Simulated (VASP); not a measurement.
# Au (P2_1/m) in VASP: notebook, part 3 of 3

VASP 6.6.1.

## 4. Single point, PBE (atoms displaced along a vibrational mode, the cell strained)

Contents of INCAR:

```
PREC = Accurate
ENCUT = 500
EDIFF = 1E-6
ISMEAR = 0
SIGMA = 0.15
LREAL = False
LASPH = True
NELM = 120
ALGO = Normal
ISIF = 2
LWAVE = False
LCHARG = True
GGA = PE
LELF = True
LVHAR = True
NBANDS = 18
GGA_COMPAT = False
```

Contents of KPOINTS:

```
regular mesh
0
Gamma
  18 18 10
```

Contents of POSCAR:

```
Au
1.0
    2.9534239609      0.0000000000      0.0000000000
   -1.4767119804      2.5577401783      0.0000000000
    0.0000000000      0.0000000000      4.9511562104
Au
2
Direct
    0.1886622649      0.6666666667      0.7500000000
    0.8113377351      0.3333333333      0.2500000000
```

Potentials or basis: VASP PAW PBE potentials, release 64 (Au).

Run with:

```bash
cat potpaw_PBE.64/Au/POTCAR > POTCAR
mpirun -np 1 vasp_std > vasp.out
```

OUTCAR:

```text
PREC = Accurate
   ENCUT = 500
   EDIFF = 1E-6
   ISMEAR = 0
   LREAL = False
   LASPH = True
   NELM = 120
   ISIF = 2
   GGA = PE

 ion  position               nearest neighbor table
   1  0.189  0.667  0.750-   2 2.69   2 2.69   2 3.13   2 3.13   2 3.51   2 3.51
   2  0.811  0.333  0.250-   1 2.69   1 2.69   1 3.13   1 3.13   1 3.51   1 3.51

  LATTYP: Found a hexagonal cell.
 ALAT       =     2.9534239609
 C/A-ratio  =     1.6764122848

  Lattice vectors:

 A1 = (   2.9534239609,   0.0000000000,   0.0000000000)
 A2 = (  -1.4767119804,   2.5577401783,   0.0000000000)
 A3 = (   0.0000000000,   0.0000000000,   4.9511562104)

Analysis of symmetry for initial positions (statically):
=====================================================================
 Subroutine PRICEL returns:
 Original cell was already a primitive cell.

 Routine SETGRP: Setting up the symmetry group for a
 hexagonal supercell.

 Subroutine GETGRP returns: Found  4 space group operations
 (whereof  2 operations were pure point group operations)
 out of a pool of 24 trial point group operations.

The static configuration has the point symmetry S_2 .
 The point group associated with its full space group is C_2h.

Analysis of symmetry for dynamics (positions and initial velocities):
=====================================================================
 Subroutine PRICEL returns:
 Original cell was already a primitive cell.

 Routine SETGRP: Setting up the symmetry group for a
 hexagonal supercell.

 Subroutine GETGRP returns: Found  4 space group operations
 (whereof  2 operations were pure point group operations)
 out of a pool of 24 trial point group operations.

The dynamic configuration has the point symmetry S_2 .
 The point group associated with its full space group is C_2h.

 Subroutine INISYM returns: Found  4 space group operations
 (whereof  2 operations are pure point group operations),
 and found     1 'primitive' translations

[... 111 lines left out ...]
   IALGO  =     38    algorithm
   IMIX   =      4    mixing-type and parameters
     AMIX     =   0.40;   BMIX     =  1.00
     AMIX_MAG =   1.60;   BMIX_MAG =  1.00
  volume/ion in A,a.u.               =      18.70       126.20
  Fermi-wavevector in a.u.,A,eV,Ry     =   1.371680  2.592099 25.599440  1.881506
  Thomas-Fermi vector in A             =   2.497355
   LORBIT       =      0    0 simple, 1 ext, 2 COOP (PROOUT), +10 PAW based schemes
   GGA     = PE    functional components
   LHFCALC =     F    Hartree Fock is set to
   AEXX    =    0.0000 exact exchange contribution
   IVDW    =     0    specifies the selected vdW correction
   LEPSILON=     F    determine dielectric tensor
   LRPA    =     F    only Hartree local field effects (RPA)
 non-spin polarized calculation
 Gauss-broadening in eV      SIGMA  =   0.15
  energy-cutoff  :      500.00
  volume of cell :       37.40
 maximum number of plane-waves:       978
 NGX is ok and might be reduce to    24
   NGX = 11   NGY = 11   NGZ = 19

 number of electron      21.9999994 magnetization

 Free energy of the ion-electron system (eV)
  ---------------------------------------------------
  ext. energy  EPLUGINS =         0.00000000
  ---------------------------------------------------
  free energy    TOTEN  =        -6.26227372 eV

  energy without entropy =       -6.25333266  energy(sigma->0) =       -6.25780319

 E-fermi :   7.9908     XC(G=0): -12.1414

 val. band max:        7.9879582369   @ k =   0.3333  -0.1111  -0.3000
 cond. band min:       7.9932732511   @ k =   0.2778   0.2222   0.3000
 fundamental gap:      0.0053150142
 Fermi energy:         7.9908138143

 k-point     1 :       0.0000    0.0000    0.0000
  band No.  band energies     occupation
      1      -0.9160      2.00000
      2       1.5543      2.00000
      3       2.7549      2.00000
      4       3.8301      2.00000
      5       4.0749      2.00000
      6       4.1493      2.00000
[... 481 lines left out ...]
      5       3.7365      2.00000
      6       4.6126      2.00000
[... 10 lines left out ...]
     17      20.2249      0.00000
     18      21.3053      0.00000

 [... further k-points ...]

------------------------ aborting loop because EDIFF is reached ----------------------------------------

  FORCE on cell =-STRESS in cart. coord.  units (eV):
  Direction    XX          YY          ZZ          XY          YZ          ZX
  --------------------------------------------------------------------------------------
  -------------------------------------------------------------------------------------
  Total       -1.0991776     -1.0073415      1.6548729      0.1565633      0.0000000      0.0000000
  in kB      -47.0857601    -43.1517551     70.8902307      6.7067428      0.0000000      0.0000000
  external PRESSURE =      -6.4490948 kB  Pullay stress =       0.0000000 kB

 VOLUME and BASIS-vectors are now :
 -----------------------------------------------------------------------------
  energy-cutoff  :      500.00
  volume of cell :       37.40
      direct lattice vectors                 reciprocal lattice vectors
     2.953423961  0.000000000  0.000000000     0.338590061  0.195485063  0.000000000
    -1.476711980  2.557740178  0.000000000     0.000000000  0.390970126  0.000000000
     0.000000000  0.000000000  4.951156210     0.000000000  0.000000000  0.201973026

 POSITION                                       TOTAL-FORCE (eV/Angst)
 -----------------------------------------------------------------------------------
     -0.42727      1.70516      3.71337         0.338166      0.493744     -0.000000
      1.90399      0.85258      1.23779        -0.338166     -0.493744      0.000000
 -----------------------------------------------------------------------------------
    total drift:                               -0.000000      0.000000     -0.000000

  FREE ENERGIE OF THE ION-ELECTRON SYSTEM (eV)
  ---------------------------------------------------
  free  energy   TOTEN  =        -6.2622737247 eV

  energy  without entropy=       -6.2533326552  energy(sigma->0) =       -6.25780319
```

OSZICAR:

```text
N       E                     dE             d eps       ncg     rms          rms(c)
DAV:   1     0.118566039459E+03    0.11857E+03   -0.11335E+04 35464   0.114E+03
DAV:   2    -0.476505614865E+01   -0.12333E+03   -0.11758E+03 37732   0.251E+02
DAV:   3    -0.678675866645E+01   -0.20217E+01   -0.20092E+01 40962   0.323E+01
DAV:   4    -0.679612039539E+01   -0.93617E-02   -0.93606E-02 38554   0.233E+00
DAV:   5    -0.679621260022E+01   -0.92205E-04   -0.92206E-04 38846   0.247E-01    0.105E+01
DAV:   6    -0.629221134109E+01    0.50400E+00   -0.10527E+00 36500   0.912E+00    0.706E+00
DAV:   7    -0.626561248965E+01    0.26599E-01   -0.72132E-02 39062   0.234E+00    0.340E+00
DAV:   8    -0.626228074258E+01    0.33317E-02   -0.46288E-03 37422   0.510E-01    0.278E-01
DAV:   9    -0.626225886631E+01    0.21876E-04   -0.36945E-05 38430   0.457E-02    0.505E-02
DAV:  10    -0.626227464692E+01   -0.15781E-04   -0.20342E-05 38522   0.330E-02    0.168E-02
DAV:  11    -0.626227372474E+01    0.92218E-06   -0.83142E-07 21676   0.605E-03
   1 F= -.62622737E+01 E0= -.62578032E+01  d E =-.894107E-02
```

It took 7.3 min on 1 thread of Intel Xeon 8259CL, shared host; peak memory 0.59 GiB.

What came out:

* Free energy: -6.2623 eV
* Pressure: -0.6 GPa
* Largest force: 0.598 eV/Å
* Band gap on the k mesh: zero (bands 11 and 12 overlap by 5.36 eV)

Forces on the atoms (eV/Å):
```
Au   0.338  0.494  0.000
Au  -0.338 -0.494  0.000
```

Caveat: the cell differs from its parent crystal (atoms displaced along a vibrational mode, the cell strained); spin-orbit coupling is left out, which moves the levels of the heavy elements.

## 5. Single point, PBE (atoms displaced along a vibrational mode, the cell strained)

Contents of INCAR:

```
SYSTEM = Au
  PREC = Accurate
  ENCUT = 500
  EDIFF = 1E-6
  ISMEAR = 0
  SIGMA = 0.15
  LREAL = .False.
  LASPH = .True.
  NELM = 120
  ALGO = Normal
  ISIF = 2
  LWAVE = .False.
  LCHARG = .False.
  GGA = PE
  NBANDS = 18
  GGA_COMPAT = .False.
```

Contents of KPOINTS:

```
regular mesh
0
Gamma
  18 18 10
  0 0 0
```

Contents of POSCAR:

```
Au
1.0
    2.9898859851      0.0000000000      0.0000000000
   -1.4949429925      2.5893172175      0.0000000000
    0.0000000000      0.0000000000      5.0122815957
Au
2
Direct
    0.1886622649      0.6666666667      0.7500000000
    0.8113377351      0.3333333333      0.2500000000
```

Run with:

```bash
cat potpaw_PBE.64/Au/POTCAR > POTCAR
mpirun -np 1 vasp_std > vasp.out
```

Wall time 2.7 min (1 thread of Intel Xeon 6975P-C (Granite Rapids), shared host); peak memory 0.6 GiB.

It converged, with:

* Free energy: -6.2390 eV
* Pressure: -4.7 GPa
* Largest force: 0.480 eV/Å
* Band gap on the k mesh: zero (bands 11 and 12 overlap by 5.18 eV)

Forces in eV/Å, atoms in the order of the input:
```
Au   0.268  0.398  0.000
Au  -0.268 -0.398  0.000
```

Stress tensor (GPa, compression positive):
```
-7.98  0.27  0.00
 0.27 -7.93  0.00
 0.00  0.00  1.77
```

Levels at points of the mesh, in eV from the Fermi level:
| k point | band 7 | band 8 | band 9 | band 10 | band 11 | band 12 | band 13 | band 14 | band 15 | band 16 |
| --- | --- | --- | --- | --- | --- | --- | --- | --- | --- | --- |
| (0.00, 0.00, 0.00) | -3.62 | -3.50 | -3.12 | -2.10 | -1.96 | -0.47 | 2.52 | 14.65 | 14.77 | 15.94 |
| (0.50, 0.00, 0.00) | -3.06 | -2.36 | -1.81 | -1.69 | 0.48 | 1.26 | 5.37 | 6.75 | 7.51 | 10.46 |
| (0.00, 0.50, 0.00) | -2.96 | -2.74 | -1.76 | -1.73 | 0.37 | 1.33 | 5.27 | 6.81 | 6.99 | 10.94 |
| (0.50, 0.50, 0.00) | -2.24 | -1.85 | -1.67 | -1.45 | -0.69 | 1.67 | 4.64 | 4.76 | 7.43 | 10.84 |
| (0.00, 0.00, 0.50) | -3.85 | -3.85 | -2.55 | -2.55 | -2.34 | -2.34 | 9.81 | 9.81 | 15.32 | 15.32 |
| (0.50, 0.00, 0.50) | -1.76 | -1.76 | -1.70 | -1.70 | 0.60 | 0.60 | 3.40 | 3.40 | 11.73 | 11.73 |
| (0.00, 0.50, 0.50) | -1.80 | -1.80 | -1.75 | -1.75 | 0.76 | 0.76 | 3.33 | 3.33 | 11.40 | 11.40 |
| (0.50, 0.50, 0.50) | -2.33 | -2.33 | -1.75 | -1.75 | 1.96 | 1.96 | 2.41 | 2.41 | 11.85 | 11.85 |

Caveat: the cell differs from its parent crystal (atoms displaced along a vibrational mode, the cell strained); the cell stands under tension; spin-orbit coupling is left out, which moves the levels of the heavy elements.

## 6. Summary

| cell | gap on the mesh (eV) | pressure (GPa) | largest force (eV/Å) |
| --- | --- | --- | --- |
| a = 2.880, b = 2.880, c = 4.829 Å, angles 90.0, 90.0, 120.0°, 2 atoms | none | 10.9 | 0.89 |
| a = 2.917, b = 2.917, c = 4.890 Å, angles 90.0, 90.0, 120.0°, 2 atoms | none | 4.5 | 0.73 |
| a = 2.953, b = 2.953, c = 4.951 Å, angles 90.0, 90.0, 120.0°, 2 atoms | none | -0.6 | 0.60 |
| a = 2.990, b = 2.990, c = 5.012 Å, angles 90.0, 90.0, 120.0°, 2 atoms | none | -4.7 | 0.48 |

Alike in all rows: task single point; level PBE; potentials or basis VASP PAW PBE potentials, release 64 (Au); no spin polarisation; k mesh 18 × 18 × 10; cutoff (eV) 500; smearing gaussian 0.15 eV.

Caveats: spin-orbit coupling is left out, which moves the levels of the heavy elements; the cell stands under pressure (at least some runs); the cell stands under tension (at least some runs).

Total energies depend on the potentials used, so only differences within one code and one set of settings carry meaning.
